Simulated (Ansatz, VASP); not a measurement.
One calculation of ZrSi2, two programs

INCAR

```
SYSTEM = ZrSi2
PREC = Accurate ; ENCUT = 520
EDIFF = 1E-6 ; ISMEAR = 0
SIGMA = 0.1 ; LREAL = .False.
LASPH = .True. ; NELM = 100
ALGO = Normal ; ISIF = 2
LWAVE = .False. ; LCHARG = .False.
GGA = PS ; NBANDS = 29
```

File KPOINTS:

```
regular mesh
0
Gamma
  6 6 6
  0 0 0
```

POSCAR

```
ZrSi2
1.0
    1.8417421100     -7.4355685300      0.0000000000
    1.8417421100      7.4355685300      0.0000000000
    0.0000000000      0.0000000000      3.6732512100
Zr Si
2 4
Direct
    0.8940881300      0.1059118700      0.2500000000
    0.1059118700      0.8940881300      0.7500000000
    0.4485385800      0.5514614200      0.7500000000
    0.5514614200      0.4485385800      0.2500000000
    0.2502490200      0.7497509800      0.2500000000
    0.7497509800      0.2502490200      0.7500000000
```

Input for Ansatz:

```yaml
crystal:
  lattice:
    - [1.84174211, -7.43556853, 0.0]
    - [1.84174211, 7.43556853, 0.0]
    - [0.0, 0.0, 3.67325121]
  atoms:
    - { symbol: Zr, position: [0.89408813, 0.10591187, 0.25] }
    - { symbol: Zr, position: [0.10591187, 0.89408813, 0.75] }
    - { symbol: Si, position: [0.44853858, 0.55146142, 0.75] }
    - { symbol: Si, position: [0.55146142, 0.44853858, 0.25] }
    - { symbol: Si, position: [0.25024902, 0.74975098, 0.25] }
    - { symbol: Si, position: [0.74975098, 0.25024902, 0.75] }
basis:
  ecutwfc: 420
kpoints:
  mp_grid: { grid: [6, 6, 6] }
hamiltonian:
  xc: pbesol
  pseudopotentials: { kind: paw, azcp: { folder: soft_1 } }
scf:
  occupations: { method: gaussian, width: 0.1 }
output:
  forces: true
  stress: true
  eigenvalues: true
```

Alike in both runs: task single point; functional PBEsol; k mesh 6 × 6 × 6; occupations gaussian, width 0.1 eV; no spin polarisation.

|  | VASP | Ansatz |
| --- | --- | --- |
| version | VASP 6.6.1 | Ansatz 0.2.0 |
| potentials or method | VASP PAW PBE potentials, release 64 (Zr_sv, Si), cutoff 520 eV | scalar-relativistic, plane waves, PAW |
| valence electrons in the cell | 40 | 40 |

```tsv
	VASP	Ansatz	Ansatz less VASP
gap on the k mesh at the Fermi level (eV)	none	none	-
pressure (GPa)	-2.7	-2.9	-0.13
traceless stress, the component that is largest in VASP (GPa)	-0.72	-0.69	+0.022
rms of the force components (eV/Å)	0.083	0.083	+0.0002
```

VASP's potentials were made for PBE, not for PBEsol, and Ansatz warns of the same on its side. Atom by atom the forces differ by 0.001 eV/Å (rms over components). A gap of «none» marks a metal or a gap that the smearing closes.
